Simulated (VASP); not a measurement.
AlAs: single point with PBE

Crystal: AlAs.

```
Al As
1.0
     0.00000    2.88591    2.88591
     2.88591    0.00000    2.88591
     2.88591    2.88591    0.00000
Al As
1 1
Direct
  0.00000 0.00000 0.00000
  0.75000 0.75000 0.75000
```

```json
{
 "Program": "VASP 6.6.1",
 "Task": "single point",
 "Functional": "PBE",
 "Potentials or basis": "VASP PAW PBE potentials, release 64 (Al, As)",
 "Cutoff": "500 eV",
 "k mesh": "10 × 10 × 10",
 "Occupations": "fermi-dirac, width 0.05 eV",
 "Spin": "no spin polarisation",
 "Dipole correction": "no",
 "Further INCAR settings": "ALGO = Normal; EDIFF = 1e-06; NBANDS = 11"
}
```

```json
{"Pressure": "-1.3 GPa", "Band gap on the k mesh": "1.53 eV (least direct gap 1.61 eV)"}
```

Levels at points of the mesh, in eV from the valence-band top:
| k point | band 2 | band 3 | band 4 | band 5 | band 6 | band 7 |
| --- | --- | --- | --- | --- | --- | --- |
| (0.00, 0.00, 0.00) | 0.00 | 0.00 | 0.00 | 1.61 | 4.19 | 4.19 |
| (0.50, 0.00, 0.00) | -5.32 | -0.78 | -0.78 | 1.93 | 4.64 | 4.64 |
| (0.50, 0.50, 0.00) | -5.24 | -2.05 | -2.05 | 1.53 | 2.29 | 9.88 |

Run time: 10 s on 1 thread of Intel(R) Xeon(R) 6975P-C (Granite Rapids), with other jobs on the host, peak memory 0.17 GiB.

A k mesh can miss the band edges.
